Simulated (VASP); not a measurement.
# Ca (Cmcm) in VASP: notebook, part 2 of 2

VASP 6.6.1. Earlier steps stand in the parts before.

### Step 6. Single point, r2SCAN

POSCAR

```
Ca
1.0
    1.9712759950     -3.3954901800      0.0000000000
    1.9712759950      3.3954901800      0.0000000000
    0.0000000000      0.0000000000      6.5091117400
Ca
2
Direct
    0.8355866000      0.1644134000      0.2500000000
    0.1644134000      0.8355866000      0.7500000000
```

INCAR.step1

```
  PREC = Accurate
  ENCUT = 520
  ISMEAR = 0
  SIGMA = 0.1
  LREAL = False
  LASPH = True
  NELM = 100
  NBANDS = 17
  GGA = PE
  ALGO = Normal
  EDIFF = 1E-4
  LWAVE = True
  LCHARG = False
```

INCAR.step2

```
  PREC = Accurate
  ENCUT = 520
  EDIFF = 1E-6
  ISMEAR = 0
  SIGMA = 0.1
  LREAL = False
  LASPH = True
  NELM = 100
  ALGO = Normal
  ISIF = 2
  LWAVE = False
  LCHARG = True
  METAGGA = R2SCAN
  LMIXTAU = True
  LELF = True
  LVHAR = True
  NBANDS = 17
  ISTART = 1
```

KPOINTS

```
regular mesh
0
Gamma
  8 8 4
```

Potentials or basis: VASP PAW PBE potentials, release 64 (Ca_sv).

On the command line:

```
$ cat potpaw_PBE.64/Ca_sv/POTCAR > POTCAR
$ cp INCAR.step1 INCAR
$ mpirun -np 1 vasp_std > vasp.out
$ cp INCAR.step2 INCAR
$ mpirun -np 1 vasp_std > vasp.out
```

OUTCAR:

```text
PREC = Accurate
   ENCUT = 520
   EDIFF = 1E-6
   ISMEAR = 0
   LREAL = False
   LASPH = True
   NELM = 100
   ISIF = 2
   METAGGA = R2SCAN
   ISTART = 1

 ion  position               nearest neighbor table
   1  0.836  0.164  0.250-
   2  0.164  0.836  0.750-

  LATTYP: Found a base centered orthorhombic cell.
 ALAT       =     3.9425519900
 B/A-ratio  =     1.7224834009
 C/A-ratio  =     1.6509894496

  Lattice vectors:

 A1 = (   1.9712759950,  -3.3954901800,   0.0000000000)
 A2 = (   1.9712759950,   3.3954901800,   0.0000000000)
 A3 = (   0.0000000000,   0.0000000000,   6.5091117400)

Analysis of symmetry for initial positions (statically):
=====================================================================
 Subroutine PRICEL returns:
 Original cell was already a primitive cell.

 Routine SETGRP: Setting up the symmetry group for a
 base centered orthorhombic supercell.

 Subroutine GETGRP returns: Found  8 space group operations
 (whereof  4 operations were pure point group operations)
 out of a pool of  8 trial point group operations.
[... 157 lines left out ...]

 Free energy of the ion-electron system (eV)
  ---------------------------------------------------
  ext. energy  EPLUGINS =         0.00000000
  ---------------------------------------------------
  free energy    TOTEN  =       -14.05922143 eV

  energy without entropy =      -14.05003675  energy(sigma->0) =      -14.05462909

 E-fermi :   1.9033     XC(G=0):  -8.1172

 val. band max:        1.8695947277   @ k =   0.3750   0.3750   0.5000
 cond. band min:       1.9210379111   @ k =   0.2500   0.1250   0.0000
 fundamental gap:      0.0514431834
 Fermi energy:         1.9033078255

 k-point     1 :       0.0000    0.0000    0.0000
  band No.  band energies     occupation
      1     -41.9689      2.00000
      2     -41.9572      2.00000
      3     -22.1207      2.00000
      4     -22.0220      2.00000
      5     -22.0194      2.00000
      6     -22.0045      2.00000
[... 457 lines left out ...]
      4     -22.0660      2.00000
      5     -22.0572      2.00000
      6     -22.0332      2.00000
[... 9 lines left out ...]
     16       5.1787      0.00000
     17       5.3845      0.00000

 [... further k-points ...]
[... 5 lines left out ...]
  --------------------------------------------------------------------------------------
  -------------------------------------------------------------------------------------
  Total       -0.0769817      0.0614070     -0.0530477      0.0000000     -0.0000000      0.0000000
  in kB       -1.4154568      1.1290846     -0.9753842      0.0000000     -0.0000000      0.0000000
  external PRESSURE =      -0.4205854 kB  Pullay stress =       0.0000000 kB

 VOLUME and BASIS-vectors are now :
 -----------------------------------------------------------------------------
  energy-cutoff  :      520.00
  volume of cell :       87.14
      direct lattice vectors                 reciprocal lattice vectors
     1.971275995 -3.395490180  0.000000000     0.253642819 -0.147254144  0.000000000
     1.971275995  3.395490180  0.000000000     0.253642819  0.147254144  0.000000000
     0.000000000  0.000000000  6.509111740     0.000000000  0.000000000  0.153630793

 POSITION                                       TOTAL-FORCE (eV/Angst)
 -----------------------------------------------------------------------------------
      1.97128     -2.27896      1.62728         0.000000      0.016595     -0.000000
      1.97128      2.27896      4.88183         0.000000     -0.016595      0.000000
 -----------------------------------------------------------------------------------
    total drift:                                0.000000     -0.000000      0.000000

  FREE ENERGIE OF THE ION-ELECTRON SYSTEM (eV)
  ---------------------------------------------------
  free  energy   TOTEN  =       -14.0592214282 eV

  energy  without entropy=      -14.0500367534  energy(sigma->0) =      -14.05462909
```

OSZICAR.step1:

```text
N       E                     dE             d eps       ncg     rms          rms(c)
DAV:   1     0.168193545706E+03    0.16819E+03   -0.10122E+04  2150   0.106E+03
DAV:   2     0.536660332498E+01   -0.16283E+03   -0.16104E+03  2404   0.314E+02
DAV:   3    -0.356175324939E+01   -0.89284E+01   -0.88790E+01  4130   0.524E+01
DAV:   4    -0.386365491375E+01   -0.30190E+00   -0.30141E+00  2749   0.102E+01
DAV:   5    -0.387644782649E+01   -0.12793E-01   -0.12780E-01  3609   0.141E+00    0.310E+00
DAV:   6    -0.386298656972E+01    0.13461E-01   -0.24869E-02  2757   0.148E+00    0.189E+00
DAV:   7    -0.385995634294E+01    0.30302E-02   -0.34386E-02  2709   0.192E+00    0.132E-01
DAV:   8    -0.385916181354E+01    0.79453E-03   -0.35845E-03  2713   0.505E-01    0.227E-02
DAV:   9    -0.385919507935E+01   -0.33266E-04   -0.29412E-04  2571   0.770E-02
   1 F= -.38591951E+01 E0= -.38553584E+01  d E =-.767344E-02
```

Run time: 4.2 min. Hardware: 1 thread of Intel Xeon Platinum 8259CL at 2.50GHz (Skylake/Cascade Lake), shared host; peak memory 0.25 GiB.

What came out:

```yaml
Free_energy: -14.0592 eV
Pressure: 0.0 GPa
Largest_force: 0.017 eV/Å
Band_gap_on_the_k_mesh: zero (band 10 reaches 2.26 eV, above the bottom of band 11 at 1.50 eV)
```

Forces in eV/Å, atoms in the order of the input:
```
Ca   0.000  0.017  0.000
Ca   0.000 -0.017  0.000
```

Caveat: the PAW data sets were made with another functional, which shifts forces and pressure a little.

### Step 7. The runs side by side

```csv
k mesh,gap on the mesh (eV),pressure (GPa),largest force (eV/Å)
4 × 4 × 2,none,0.0,0.02
6 × 6 × 4,none,-0.1,0.02
8 × 8 × 4,none,0.0,0.02
```

Alike in all rows: task single point; level r2SCAN; potentials or basis VASP PAW PBE potentials, release 64 (Ca_sv); no spin polarisation; cell as given; cutoff (eV) 520; smearing gaussian 0.1 eV.

Caveats: some runs use coarse meshes; the PAW data sets were made with another functional, which shifts forces and pressure a little.

Absolute energies hang on the potentials; compare differences alone.
